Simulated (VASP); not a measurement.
Write the native input for VASP 6.6.1 that does the following.

```yaml
Task: single point
Functional: PBEsol
Potentials_or_basis: VASP PAW PBE potentials, release 64 (Sr_sv)
Cutoff: 520 eV
k_mesh: 7 × 7 × 10
Occupations: fermi-dirac, width 0.08 eV
Spin: no spin polarisation
Dipole_correction: no
Further_INCAR_settings: ALGO = Normal; EDIFF = 1e-07; NBANDS = 22
```

The structure of Sr lies in POSCAR:

```
Sr
1.0
    4.9949321813      0.0000000000      0.0000000000
   -2.4974660907      4.3257381591      0.0000000000
    0.0000000000      0.0000000000      2.9744269116
Sr
3
Direct
    0.0000000000      0.0000000000      0.0000000000
    0.3333333333      0.6666666667      0.5000000000
    0.6666666667      0.3333333333      0.5000000000
```

These files were run (other wordings do the same):

INCAR

```
SYSTEM = Sr
PREC = Accurate
ENCUT = 520
EDIFF = 1E-7
ISMEAR = -1
SIGMA = 0.08
LREAL = .FALSE.
LASPH = .TRUE.
NELM = 80
ALGO = Normal
ISIF = 2
LWAVE = .FALSE.
LCHARG = .TRUE.
GGA = PS
LELF = .TRUE.
LVHAR = .TRUE.
NBANDS = 22
```

KPOINTS

```
Automatic mesh
0
G
  7 7 10
  0 0 0
```

Potentials or basis: VASP PAW PBE potentials, release 64 (Sr_sv).

The run is started by

```bash
$ cat potpaw_PBE.64/Sr_sv/POTCAR > POTCAR
$ mpirun -np 1 vasp_std > vasp.out
```

Results of the run:

| Quantity | Value |
| --- | --- |
| Pressure | 36.8 GPa |
| Band gap on the k mesh | zero (band 15 reaches 7.65 eV, above the bottom of band 16 at 5.32 eV) |

Caveat: the PAW data sets were made with another functional, which shifts forces and pressure a little.

Wall time 69 s on 1 thread of Intel(R) Xeon(R) Platinum 8488C (Sapphire Rapids), on a shared host, peak memory 0.21 GiB.
